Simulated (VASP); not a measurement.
A run of VASP 6.6.1 is set up as follows.

The input POSCAR:

```
KSrBr3
1.0
    5.8780615745      0.0000000000      0.0000000000
    0.0000000000      5.8780615745      0.0000000000
    0.0000000000      0.0000000000      5.8780615745
K Sr Br
1 1 3
Direct
    0.0000000000      0.0000000000      0.0000000000
    0.5000000000      0.5000000000      0.5000000000
    0.5000000000      0.5000000000      0.0000000000
    0.5000000000      0.0000000000      0.5000000000
    0.0000000000      0.5000000000      0.5000000000
```

File INCAR.step1:

```
SYSTEM = KSrBr3
  PREC = Accurate
  ENCUT = 520
  ISMEAR = 0
  SIGMA = 0.01
  LREAL = .FALSE.
  LASPH = .TRUE.
  NELM = 60
  NBANDS = 28
  GGA = PE
  ALGO = Normal
  EDIFF = 1E-4
  LWAVE = .TRUE.
  LCHARG = .FALSE.
```

Contents of INCAR.step2:

```
SYSTEM = KSrBr3
  PREC = Accurate
  ENCUT = 520
  EDIFF = 1E-7
  ISMEAR = 0
  SIGMA = 0.01
  LREAL = .FALSE.
  LASPH = .TRUE.
  NELM = 60
  ALGO = Normal
  ISIF = 2
  LWAVE = .FALSE.
  LCHARG = .FALSE.
  METAGGA = R2SCAN
  LMIXTAU = .TRUE.
  NBANDS = 28
  ISTART = 1
```

File KPOINTS:

```
Automatic mesh
0
G
  4 4 4
  0 0 0
```

Potentials or basis: VASP PAW PBE potentials, release 64 (K_sv, Sr_sv, Br).

Command:

```sh
$ cat potpaw_PBE.64/K_sv/POTCAR potpaw_PBE.64/Sr_sv/POTCAR potpaw_PBE.64/Br/POTCAR > POTCAR
$ cp INCAR.step1 INCAR
$ mpirun -np 1 vasp_std > vasp.out
$ cp INCAR.step2 INCAR
$ mpirun -np 1 vasp_std > vasp.out
```

(1) Estimate the pressure.

(2) What does it give for the band gap on the k mesh?

## Answers

(1) 0.7 GPa.

(2) 4.47 eV, indirect (least direct gap 4.72 eV).

Caveat: the PAW data sets were made with another functional, which shifts forces and pressure a little.
